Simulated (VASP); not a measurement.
# MoRu5 (P-6m2) in VASP: relaxation of shape and atoms at fixed volume with PBE

Aim: the relaxation of shape and atoms at fixed volume of MoRu5 with PBE.

All numbers are computed with VASP 6.6.1; they aren't measurements. Logs are shortened: lines on timing, memory, paths and dates and some standing lists are left out, and cuts for length are marked.

## 1. The cell of the first run

The structure is hexagonal, space group P-6m2 (No. 187). The conventional cell has a = 2.711 Å, b = 2.711 Å, c = 12.903 Å, α = 90.00°, β = 90.00°, γ = 120.00°. Mo (site symmetry -6m2) has 6 Ru at 2.71 Å and 6 Mo at 2.71 Å within 3.6 Å. Within 3.5 Å of Ru (site symmetry -6m2) lie 12 Ru at 2.62 to 2.71 Å. Within 3.5 Å of Ru (site symmetry 3m) lie 9 Ru at 2.65 to 2.71 Å and 3 Mo at 2.71 Å. Ru (site symmetry 3m) has 12 Ru at 2.62 to 2.71 Å within 3.5 Å.

## 2. Relaxation of shape and atoms at fixed volume, PBE (13.68 Å³/atom)

The input, INCAR:

```
SYSTEM = MoRu5
PREC = Accurate
ENCUT = 600
EDIFF = 1E-7
ISMEAR = 0
SIGMA = 0.1
LREAL = .False.
LASPH = .True.
NELM = 60
ALGO = Fast
ISIF = 4
LWAVE = .False.
LCHARG = .False.
GGA = PE
IBRION = 2
NSW = 50
EDIFFG = -0.01
```

The input, KPOINTS:

```
regular mesh
0
Gamma
  18 18 4
  0 0 0
```

The input, POSCAR:

```
MoRu5
1.0
    2.7106801745     -0.0000000286      0.0000000000
   -1.3553400625      2.3475179069      0.0000000000
    0.0000000000      0.0000000000     12.9028609593
Mo Ru
1 5
Direct
    0.0000000000      0.0000000000      0.5000000000
    0.3333333333      0.6666666667      0.0000000000
    0.3333333333      0.6666666667      0.3287430000
    0.3333333333      0.6666666667      0.6712570000
    0.0000000000      0.0000000000      0.8367370000
    0.0000000000      0.0000000000      0.1632630000
```

Potentials or basis: VASP PAW PBE potentials, release 64 (Mo_sv, Ru_pv).

Command:

```bash
$ cat potpaw_PBE.64/Mo_sv/POTCAR potpaw_PBE.64/Ru_pv/POTCAR > POTCAR
$ mpirun -np 1 vasp_std > vasp.out
```

OUTCAR:

```text
SYSTEM = MoRu5
   PREC = Accurate
   ENCUT = 600
   EDIFF = 1E-7
   ISMEAR = 0
   LREAL = .False.
   LASPH = .True.
   NELM = 60
   ISIF = 4
   GGA = PE
   IBRION = 2
   NSW = 50
   EDIFFG = -0.01

 ion  position               nearest neighbor table
   1  0.000  0.000  0.500-   3 2.71   4 2.71   3 2.71   4 2.71   3 2.71   4 2.71
   2  0.333  0.667  0.000-   5 2.62   6 2.62   5 2.62   6 2.62   5 2.62   6 2.62
   3  0.333  0.667  0.329-   6 2.65   6 2.65   6 2.65   1 2.71   1 2.71   1 2.71
   4  0.333  0.667  0.671-   5 2.65   5 2.65   5 2.65   1 2.71   1 2.71   1 2.71
   5  0.000  0.000  0.837-   2 2.62   2 2.62   2 2.62   4 2.65   4 2.65   4 2.65
   6  0.000  0.000  0.163-   2 2.62   2 2.62   2 2.62   3 2.65   3 2.65   3 2.65

  LATTYP: Found a hexagonal cell.
 ALAT       =     2.7106801745
 C/A-ratio  =     4.7600086062

  Lattice vectors:

 A1 = (   2.7106801745,  -0.0000000286,   0.0000000000)
 A2 = (  -1.3553400625,   2.3475179069,   0.0000000000)
 A3 = (   0.0000000000,   0.0000000000,  12.9028609593)

Analysis of symmetry for initial positions (statically):
=====================================================================
 Subroutine PRICEL returns:
 Original cell was already a primitive cell.

 Routine SETGRP: Setting up the symmetry group for a
 hexagonal supercell.

 Subroutine GETGRP returns: Found 12 space group operations
 (whereof 12 operations were pure point group operations)
 out of a pool of 24 trial point group operations.

The static configuration has the point symmetry D_3h.

Analysis of symmetry for dynamics (positions and initial velocities):
=====================================================================
 Subroutine PRICEL returns:
 Original cell was already a primitive cell.

 Routine SETGRP: Setting up the symmetry group for a
 hexagonal supercell.

 Subroutine GETGRP returns: Found 12 space group operations
 (whereof 12 operations were pure point group operations)
 out of a pool of 24 trial point group operations.

The dynamic configuration has the point symmetry D_3h.

 Subroutine INISYM returns: Found 12 space group operations
 (whereof 12 operations are pure point group operations),
 and found     1 'primitive' translations

----------------------------------------------------------------------------------------

                                     Primitive cell

  volume of cell :      82.1057

  direct lattice vectors                    reciprocal lattice vectors
     2.710680175 -0.000000029  0.000000000     0.368911100  0.212990918  0.000000000
    -1.355340063  2.347517907  0.000000000     0.000000004  0.425981844  0.000000000
     0.000000000  0.000000000 12.902860959     0.000000000  0.000000000  0.077502191

  length of vectors
     2.710680175  2.710680174 12.902860959     0.425981844  0.425981844  0.077502191

  position of ions in fractional coordinates (direct lattice)
     0.000000000  0.000000000  0.500000000
     0.333333333  0.666666667  0.000000000
     0.333333333  0.666666667  0.328743000
     0.333333333  0.666666667  0.671257000
     0.000000000  0.000000000  0.836737000
     0.000000000  0.000000000  0.163263000

  ion indices of the primitive-cell ions
   primitive index   ion index
                 1           1
                 2           2
                 3           3
                 4           4
                 5           5
                 6           6

----------------------------------------------------------------------------------------

 KPOINTS: regular mesh

Automatic generation of k-mesh.
 Grid dimensions read from file:
 generate k-points for:   18   18    4

 Generating k-lattice:

  Cartesian coordinates                     Fractional coordinates (reciprocal lattice)
     0.020495061  0.011832829  0.000000000     0.055555556 -0.000000000  0.000000000
     0.000000000  0.023665658  0.000000000    -0.000000000  0.055555556  0.000000000
     0.000000000  0.000000000  0.019375548     0.000000000  0.000000000  0.250000000

  Length of vectors
     0.023665658  0.023665658  0.019375548

  Shift w.r.t. Gamma in fractional coordinates (k-lattice)
     0.000000000  0.000000000  0.000000000

 Subroutine IBZKPT returns following result:
 ===========================================

 Found    111 irreducible k-points:

 Following reciprocal coordinates:
            Coordinates               Weight
  0.000000  0.000000  0.000000      1.000000
  0.055556  0.000000  0.000000      6.000000
  0.111111  0.000000  0.000000      6.000000
  0.166667  0.000000  0.000000      6.000000
  0.222222  0.000000  0.000000      6.000000
  0.277778  0.000000  0.000000      6.000000
[... 16 lines left out ...]
  0.333333  0.111111  0.000000     12.000000
  0.388889  0.111111  0.000000     12.000000
 [... further k-points ...]
   k-points           NKPTS =    111   k-points in BZ     NKDIM =    111   number of bands    NBANDS=     50
   number of dos      NEDOS =    301   number of ions     NIONS =      6
   total plane-waves  NPLWV =  62208
   dimension x,y,z NGX =    24 NGY =   24 NGZ =  108
   dimension x,y,z NGXF=    48 NGYF=   48 NGZF=  216
   ions per type =               1   5
   NGX,Y,Z   is equivalent  to a cutoff of  14.72, 14.72, 13.92 a.u.
   NGXF,Y,Z  is equivalent  to a cutoff of  29.44, 29.44, 27.83 a.u.
 SYSTEM =  MoRu5
   PREC   = accura    normal or accurate (medium, high low for compatibility)
   ISTART =      0    job   : 0-new  1-cont  2-samecut
   ICHARG =      2    charge: 1-file 2-atom 10-const
   ISPIN  =      1    spin polarized calculation?
   LNONCOLLINEAR =      F non collinear calculations
   LSORBIT =      F    spin-orbit coupling
   LASPH  =      T    aspherical Exc in radial PAW
   ENCUT  =  600.0 eV  44.10 Ry    6.64 a.u.   5.41  5.41 25.77*2*pi/ulx,y,z
   NELM   =     60;   NELMIN=  2; NELMDL= -5     # of ELM steps
   EDIFF  = 0.1E-06   stopping-criterion for ELM
   LREAL  =      F    real-space projection
   EDIFFG = -.1E-01   stopping-criterion for IOM
   NSW    =     50    number of steps for IOM
   IBRION =      2    ionic relax: 0-MD 1-quasi-New 2-CG
   NFREE  =      1    steps in history (QN), initial steepest desc. (CG)
   ISIF   =      4    stress and relaxation
   ISYM   =      2    0-nonsym 1-usesym 2-fastsym
   POTIM  = 0.5000    time-step for ionic-motion
   TEBEG  =    0.0;   TEEND  =   0.0 temperature during run
   PSTRESS=    0.0 pullay stress
   NELECT =      84.0000    total number of electrons
   NUPDOWN=      -1.0000    fix difference up-down
   EMIN   =  10.00;   EMAX   =-10.00  energy-range for DOS
   EFERMI =   0.00;   METHOD = LEGACY
   ISMEAR =     0;   SIGMA  =   0.10  broadening in eV -4-tet -1-fermi 0-gaus
   EFERMI_NEDOS =   21; number of points for ismear=-14 and -15
   IALGO  =     68    algorithm
   IMIX   =      4    mixing-type and parameters
     AMIX     =   0.40;   BMIX     =  1.00
     AMIX_MAG =   1.60;   BMIX_MAG =  1.00
  volume/ion in A,a.u.               =      13.68        92.35
  Fermi-wavevector in a.u.,A,eV,Ry     =   1.649593  3.117279 37.023598  2.721158
  Thomas-Fermi vector in A             =   2.738687
   LORBIT       =      0    0 simple, 1 ext, 2 COOP (PROOUT), +10 PAW based schemes
   GGA     = PE    functional components
   LHFCALC =     F    Hartree Fock is set to
   AEXX    =    0.0000 exact exchange contribution
   IVDW    =     0    specifies the selected vdW correction
   LEPSILON=     F    determine dielectric tensor
   LRPA    =     F    only Hartree local field effects (RPA)
 conjugate gradient relaxation of ions
 non-spin polarized calculation
 RMM-DIIS sequential band-by-band and
 Gauss-broadening in eV      SIGMA  =   0.10
  energy-cutoff  :      600.00
  volume of cell :       82.11
 maximum number of plane-waves:      2806
 NGX is ok and might be reduce to    24
   NGX = 11   NGY = 11   NGZ = 51

--------------------------------------- Ionic step        1  -------------------------------------------

 number of electron      84.0000007 magnetization

 Free energy of the ion-electron system (eV)
  ---------------------------------------------------
  ext. energy  EPLUGINS =         0.00000000
  ---------------------------------------------------
  free energy    TOTEN  =       -56.86617077 eV

  energy without entropy =      -56.83866509  energy(sigma->0) =      -56.85241793

------------------------ aborting loop because EDIFF is reached ----------------------------------------

  FORCE on cell =-STRESS in cart. coord.  units (eV):
  Direction    XX          YY          ZZ          XY          YZ          ZX
  --------------------------------------------------------------------------------------
  -------------------------------------------------------------------------------------
  Total        4.9255515      4.9255515      5.2459506     -0.0000000      0.0000000      0.0000000
  in kB       96.1152370     96.1152370    102.3673766     -0.0000000      0.0000000      0.0000000
  external PRESSURE =      98.1992835 kB  Pullay stress =       0.0000000 kB
[... 105 lines left out ...]
  energy  without entropy=      -56.8388194390  energy(sigma->0) =      -56.85258233

--------------------------------------- Ionic step        4  -------------------------------------------

 number of electron      84.0000006 magnetization

 Free energy of the ion-electron system (eV)
  ---------------------------------------------------
  ext. energy  EPLUGINS =         0.00000000
  ---------------------------------------------------
  free energy    TOTEN  =       -56.86635835 eV

  energy without entropy =      -56.83884186  energy(sigma->0) =      -56.85260011

 E-fermi :  12.9601     XC(G=0): -14.0833

 val. band max:       12.9596450388   @ k =   0.2222   0.0556   0.5000
 cond. band min:      12.9666407925   @ k =   0.2778   0.0000   0.2500
 fundamental gap:      0.0069957537
 Fermi energy:        12.9601144259

 k-point     1 :       0.0000    0.0000    0.0000
  band No.  band energies     occupation
      1     -47.7975      2.00000
      2     -30.6603      2.00000
      3     -30.3120      2.00000
      4     -30.0003      2.00000
      5     -29.7933      2.00000
      6     -29.7933      2.00000
[... 1261 lines left out ...]
     49      15.7718      0.00000
     50      16.7539      0.00000

 [... further k-points ...]

------------------------ aborting loop because EDIFF is reached ----------------------------------------

  FORCE on cell =-STRESS in cart. coord.  units (eV):
  Direction    XX          YY          ZZ          XY          YZ          ZX
  --------------------------------------------------------------------------------------
  -------------------------------------------------------------------------------------
  Total        5.0234344      5.0234344      5.0169402     -0.0000000      0.0000000      0.0000000
  in kB       98.0252840     98.0252840     97.8985583     -0.0000000      0.0000000      0.0000000
  external PRESSURE =      97.9830421 kB  Pullay stress =       0.0000000 kB
[... 21 lines left out ...]
  FREE ENERGIE OF THE ION-ELECTRON SYSTEM (eV)
  ---------------------------------------------------
  free  energy   TOTEN  =       -56.8663583497 eV

  energy  without entropy=      -56.8388418625  energy(sigma->0) =      -56.85260011

 reached required accuracy - stopping structural energy minimisation
```

Run time: 28 min. Hardware: 1 thread of Oxide Virtual Turin-like, shared host; peak memory 0.53 GiB.

What came out:

```
Free energy                  : -56.8664 eV
Energy gained by relaxing    : 0.0 meV/atom
Ionic steps                  : 4
Pressure after relaxing      : 9.8 GPa
Largest force after relaxing : 0.004 eV/Å
Band gap on the k mesh       : zero (bands 42 and 43 overlap by 2.62 eV)
```

Forces in eV/Å, atoms in the order of the input:
```
Mo   0.000  0.000  0.000
Ru   0.000  0.000  0.000
Ru   0.000  0.000  0.004
Ru   0.000  0.000 -0.004
Ru   0.000  0.000 -0.003
Ru   0.000  0.000  0.003
```

The path:
| step | energy change (eV) | largest force (eV/Å) | pressure (GPa) | volume (Å³) |
| --- | --- | --- | --- | --- |
| 1 | 0.0000 | 0.0245 | 9.82 | 82.11 |
| 2 | -0.0001 | 0.0070 | 9.78 | 82.11 |
| 3 | -0.0002 | 0.0148 | 9.80 | 82.11 |
| 4 | -0.0002 | 0.0036 | 9.80 | 82.11 |

Final structure:
```yaml
crystal:
  lattice:
    - [2.70939, 0.00000, 0.00000]
    - [-1.35470, 2.34640, 0.00000]
    - [0.00000, 0.00000, 12.91511]
  atoms:
    - { symbol: Mo, position: [0.00000, 0.00000, 0.50000] }
    - { symbol: Ru, position: [0.33333, 0.66667, 0.00000] }
    - { symbol: Ru, position: [0.33333, 0.66667, 0.32875] }
    - { symbol: Ru, position: [0.33333, 0.66667, 0.67125] }
    - { symbol: Ru, position: [0.00000, 0.00000, 0.83663] }
    - { symbol: Ru, position: [0.00000, 0.00000, 0.16337] }
```
